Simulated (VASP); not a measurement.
ZnSe (Stilleite), 2 atoms in the cell. Symmetry: F-43m, No. 216, cubic system. Conventional cell: a = 5.668 Å, b = 5.668 Å, c = 5.668 Å, α = 90.00°, β = 90.00°, γ = 90.00°. Within 3.2 Å of Zn (site symmetry -43m) lie 4 Se at 2.45 Å. Se (site symmetry -43m) has 4 Zn at 2.45 Å within 3.2 Å. 

```yaml
Program: VASP 6.6.1
Task: single point
Functional: PBE
Potentials_or_basis: VASP PAW PBE potentials, release 64 (Zn, Se)
Cutoff: 520 eV
k_mesh: 13 × 13 × 13
Occupations: fermi-dirac, width 0.02 eV
Spin: no spin polarisation
Dipole_correction: no
Further_INCAR_settings: ALGO = Normal; EDIFF = 1e-06; NBANDS = 16
```

Potentials or basis: VASP PAW PBE potentials, release 64 (Zn, Se).

Launch:

```sh
$ cat potpaw_PBE.64/Zn/POTCAR potpaw_PBE.64/Se/POTCAR > POTCAR
$ mpirun -np 1 vasp_std > vasp.out
```

Hardware: 1 thread of Intel(R) Xeon(R) 6975P-C (Granite Rapids), on a shared host.

Problem. How long does it take, and how much memory?

Solution. It took 24 s on 1 thread of Intel(R) Xeon(R) 6975P-C (Granite Rapids), with other jobs on the host, peak memory 0.21 GiB. Counts: scf iterations 13, k points 84.
